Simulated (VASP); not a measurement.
A run of VASP 6.6.1:

Contents of POSCAR:

```
Rb
1.0
   -2.8395824456      2.8395824456      2.8395824456
    2.8395824456     -2.8395824456      2.8395824456
    2.8395824456      2.8395824456     -2.8395824456
Rb
1
Direct
    0.0000000000      0.0000000000      0.0000000000
```

INCAR.step1

```
ALGO = Normal ; EDIFF = 1E-4
ENCUT = 520 ; GGA = PE
ISMEAR = 0 ; LASPH = True
LCHARG = False ; LREAL = False
LWAVE = True ; NBANDS = 10
NELM = 80 ; PREC = Accurate
SIGMA = 0.1
```

File INCAR.step2:

```
ALGO = Normal ; BPARAM = 11.95
CPARAM = 0.0093 ; EDIFF = 1E-6
ENCUT = 520 ; ISIF = 2
ISMEAR = 0 ; ISTART = 1
IVDW_NL = 2 ; LASPH = True
LCHARG = False ; LMIXTAU = True
LREAL = False ; LUSE_VDW = True
LWAVE = False ; METAGGA = R2SCAN
NBANDS = 10 ; NELM = 80
PREC = Accurate ; SIGMA = 0.1
```

File KPOINTS:

```
k-points
0
Gamma
  10 10 10
```

Potentials or basis: VASP PAW PBE potentials, release 64 (Rb_sv).

Run with:

```console
$ cat potpaw_PBE.64/Rb_sv/POTCAR > POTCAR
$ cp INCAR.step1 INCAR
$ mpirun -np 1 vasp_std > vasp.out
$ cp INCAR.step2 INCAR
$ mpirun -np 1 vasp_std > vasp.out
```

Hardware: 1 thread of Intel Xeon 8259CL, on a shared host.

Question: How long does it take, and how much memory?

Answer: Run time: 6.7 min on 1 thread of Intel Xeon 8259CL, on a shared host, peak memory 0.51 GiB. Counts: k points 47.
